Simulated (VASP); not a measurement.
# ZrB (Fm-3m) in VASP: notebook, part 4 of 4

VASP 6.6.1.

## 6. Single point, BLYP

INCAR

```
SYSTEM = ZrB
  PREC = Accurate
  ENCUT = 520
  EDIFF = 1E-7
  ISMEAR = -1
  SIGMA = 0.05
  LREAL = .False.
  LASPH = .True.
  NELM = 100
  ALGO = Normal
  ISIF = 2
  LWAVE = .False.
  LCHARG = .True.
  GGA = B5
  ALDAX = 1.0
  AGGAX = 1.0
  AGGAC = 1.0
  ALDAC = 0.0
  LELF = .True.
  LVHAR = .True.
  NBANDS = 14
```

KPOINTS

```
regular mesh
0
Gamma
  10 10 10
  0 0 0
```

POSCAR

```
ZrB
1.0
    0.0000000000      2.3250000000      2.3250000000
    2.3250000000      0.0000000000      2.3250000000
    2.3250000000      2.3250000000      0.0000000000
Zr B
1 1
Direct
    0.0000000000      0.0000000000      0.0000000000
    0.5000000000      0.5000000000      0.5000000000
```

Potentials or basis: VASP PAW PBE potentials, release 64 (Zr_sv, B).

Run with:

```
$ cat potpaw_PBE.64/Zr_sv/POTCAR potpaw_PBE.64/B/POTCAR > POTCAR
$ mpirun -np 1 vasp_std > vasp.out
```

OUTCAR:

```text
SYSTEM = ZrB
   PREC = Accurate
   ENCUT = 520
   EDIFF = 1E-7
   ISMEAR = -1
   LREAL = .False.
   LASPH = .True.
   NELM = 100
   ISIF = 2
   GGA = B5

 ion  position               nearest neighbor table
   1  0.000  0.000  0.000-   2 2.33   2 2.33   2 2.33   2 2.33   2 2.33   2 2.33
   2  0.500  0.500  0.500-   1 2.33   1 2.33   1 2.33   1 2.33   1 2.33   1 2.33

  LATTYP: Found a face centered cubic cell.
 ALAT       =     4.6500000000

  Lattice vectors:

 A1 = (   0.0000000000,   2.3250000000,   2.3250000000)
 A2 = (   2.3250000000,   0.0000000000,   2.3250000000)
 A3 = (   2.3250000000,   2.3250000000,   0.0000000000)

Analysis of symmetry for initial positions (statically):
=====================================================================
 Subroutine PRICEL returns:
 Original cell was already a primitive cell.

 Routine SETGRP: Setting up the symmetry group for a
 face centered cubic supercell.

 Subroutine GETGRP returns: Found 48 space group operations
 (whereof 48 operations were pure point group operations)
 out of a pool of 48 trial point group operations.

The static configuration has the point symmetry O_h .

Analysis of symmetry for dynamics (positions and initial velocities):
=====================================================================
 Subroutine PRICEL returns:
 Original cell was already a primitive cell.

 Routine SETGRP: Setting up the symmetry group for a
 face centered cubic supercell.

 Subroutine GETGRP returns: Found 48 space group operations
 (whereof 48 operations were pure point group operations)
 out of a pool of 48 trial point group operations.

The dynamic configuration has the point symmetry O_h .

 Subroutine INISYM returns: Found 48 space group operations
 (whereof 48 operations are pure point group operations),
 and found     1 'primitive' translations

----------------------------------------------------------------------------------------

[... 120 lines left out ...]
   IVDW    =     0    specifies the selected vdW correction
   LEPSILON=     F    determine dielectric tensor
   LRPA    =     F    only Hartree local field effects (RPA)
 non-spin polarized calculation
  energy-cutoff  :      520.00
  volume of cell :       25.14
 maximum number of plane-waves:       700
   NGX = 13   NGY = 13   NGZ = 13

 number of electron      15.0000000 magnetization

 Free energy of the ion-electron system (eV)
  ---------------------------------------------------
  ext. energy  EPLUGINS =         0.00000000
  ---------------------------------------------------
  free energy    TOTEN  =       -13.59655588 eV

  energy without entropy =      -13.58646931  energy(sigma->0) =      -13.59151260

 E-fermi :   9.5281     XC(G=0): -11.5674

 val. band max:        9.5125454938   @ k =   0.5000   0.3000   0.1000
 cond. band min:       9.5435117931   @ k =   0.3000   0.2000   0.1000
 fundamental gap:      0.0309662993
 Fermi energy:         9.5280509077

 k-point     1 :       0.0000    0.0000    0.0000
  band No.  band energies     occupation
      1     -37.2830      2.00000
      2     -15.1062      2.00000
      3     -15.1062      2.00000
      4     -15.1062      2.00000
      5       1.3298      2.00000
      6      11.4720      0.00000
      7      11.4720      0.00000
      8      11.4720      0.00000
      9      13.1832      0.00000
     10      13.1832      0.00000
     11      13.2480      0.00000
     12      13.2480      0.00000
     13      13.2480      0.00000
     14      21.0717      0.00000
[... 377 lines left out ...]
      1     -37.1554      2.00000
      2     -15.7924      2.00000
      3     -15.3827      2.00000
      4     -15.3532      2.00000
      5       3.4289      2.00000
      6       7.9539      2.00000
      7       8.8842      1.99999
      8      10.8714      0.00000
      9      11.7002      0.00000
     10      15.0717      0.00000
     11      16.6224      0.00000
     12      16.8722      0.00000
     13      21.1144      0.00000
     14      23.8853      0.00000

 [... further k-points ...]

------------------------ aborting loop because EDIFF is reached ----------------------------------------

  FORCE on cell =-STRESS in cart. coord.  units (eV):
  Direction    XX          YY          ZZ          XY          YZ          ZX
  --------------------------------------------------------------------------------------
  -------------------------------------------------------------------------------------
  Total        6.6426817      6.6426817      6.6426817     -0.0000000      0.0000000     -0.0000000
  in kB      423.4041930    423.4041930    423.4041930     -0.0000000      0.0000000     -0.0000000
  external PRESSURE =     423.4041930 kB  Pullay stress =       0.0000000 kB

 VOLUME and BASIS-vectors are now :
 -----------------------------------------------------------------------------
  energy-cutoff  :      520.00
  volume of cell :       25.14
      direct lattice vectors                 reciprocal lattice vectors
     0.000000000  2.325000000  2.325000000    -0.215053763  0.215053763  0.215053763
     2.325000000  0.000000000  2.325000000     0.215053763 -0.215053763  0.215053763
     2.325000000  2.325000000  0.000000000     0.215053763  0.215053763 -0.215053763

 POSITION                                       TOTAL-FORCE (eV/Angst)
 -----------------------------------------------------------------------------------
      0.00000      0.00000      0.00000         0.000000     -0.000000     -0.000000
      2.32500      2.32500      2.32500         0.000000      0.000000      0.000000
 -----------------------------------------------------------------------------------
    total drift:                                0.000000     -0.000000     -0.000000

  FREE ENERGIE OF THE ION-ELECTRON SYSTEM (eV)
  ---------------------------------------------------
  free  energy   TOTEN  =       -13.5965558828 eV

  energy  without entropy=      -13.5864693140  energy(sigma->0) =      -13.59151260
```

stdout:

```text
POSCAR found type information on POSCAR ZrB
 POSCAR found :  2 types and       2 ions
 scaLAPACK will be used
 -----------------------------------------------------------------------------
|                                                                             |
|                                                                             |
|     You enforced a specific xc type in the INCAR file but a different       |
|     I HOPE YOU KNOW WHAT YOU ARE DOING!                                     |
|                                                                             |
 -----------------------------------------------------------------------------

 LDA part: xc-table for (Slater(with rela. corr.)+VWN5), standard interpolation
 POSCAR, INCAR and KPOINTS ok, starting setup
 FFT: planning ... GRIDC
 FFT: planning ... GRID_SOFT
 FFT: planning ... GRID
 WAVECAR not read
 entering main loop
```

Run time: 25 s. Hardware: 1 thread of Intel Xeon 8259CL, shared host; peak memory 0.15 GiB.

Results:

```
Free energy            : -13.5966 eV
Pressure               : 42.3 GPa
Band gap on the k mesh : zero (an odd number of electrons rules out a gap without spin polarisation)
```

Caveat: the cell stands under pressure; the PAW data sets were made with another functional, which shifts forces and pressure a little.

## 7. The runs side by side

| level | spin | k mesh | grid for exact exchange (PRECFOCK) | share of exact exchange | screening parameter | gap on the mesh (eV) | pressure (GPa) |
| --- | --- | --- | --- | --- | --- | --- | --- |
| PBEsol | non-collinear, zero start, SOC | 10 × 10 × 10 | - | - | - | - | 29.4 |
| PBE-based screened hybrid with 25 % exact exchange | off | 6 × 6 × 6 | Normal | 0.25 | 0.20787 1/Å | none | 34.0 |
| RPBE | off | 10 × 10 × 10 | - | - | - | none | 37.9 |
| revPBE | off | 10 × 10 × 10 | - | - | - | none | 37.1 |
| BLYP | off | 10 × 10 × 10 | - | - | - | none | 42.3 |

Alike in all rows: task single point; potentials or basis VASP PAW PBE potentials, release 64 (Zr_sv, B); cell as given; cutoff (eV) 520; smearing fermi-dirac 0.05 eV.

Caveats: some runs use coarse meshes; the PAW data sets were made with another functional, which shifts forces and pressure a little; the cell stands under pressure (at least some runs).

Absolute energies hang on the potentials; compare differences alone.
